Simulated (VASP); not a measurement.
Runs of VASP 6.6.1 on PbO2. The structure is that of space group Fm-3m (No. 225), or close to it. The cells are those of the table. 

```tsv
task	level	potentials or basis	spin	cell	cutoff (eV)	smearing	gap on the mesh (eV)	pressure (GPa)
single point	PBEsol	VASP PAW PBE potentials, release 64 (Pb_d, O)	off	a = 3.770 Å, angles 60.0°, 3 atoms	520	fermi-dirac 0.05 eV	none	(a)
single point	LDA	VASP PAW LDA potentials, release 64 (Pb_d, O)	off	a = 3.871 Å, angles 60.0°, 3 atoms	520	fermi-dirac 0.05 eV	none	-14.0
relaxation of cell and atoms	PBEsol	VASP PAW PBE potentials, release 64 (Pb_d, O)	off	relaxed from a = 3.821 Å, angles 60.0°, 3 atoms	600	fermi-dirac 0.05 eV	none	0.0
single point	PBE exchange alone	VASP PAW PBE potentials, release 64 (Pb_d, O)	non-collinear, zero start, SOC	a = 3.662 Å, angles 60.0°, 3 atoms	600	fermi-dirac 0.15 eV	-	46.3
```

Alike in all rows: k mesh 9 × 9 × 9.

Question: Fill in the values left out.

Answer: (a) 0.2.

Caveats: spin-orbit coupling is left out, which moves the levels of the heavy elements (at least some runs); the PAW data sets were made with another functional, which shifts forces and pressure a little (at least some runs); the cell stands under tension (at least some runs); the cell stands under pressure (at least some runs).

A k mesh can miss the band edges, and rows without SOC leave out spin-orbit coupling on Pb.

A gap of «none» marks levels without a gap at the run's occupations.
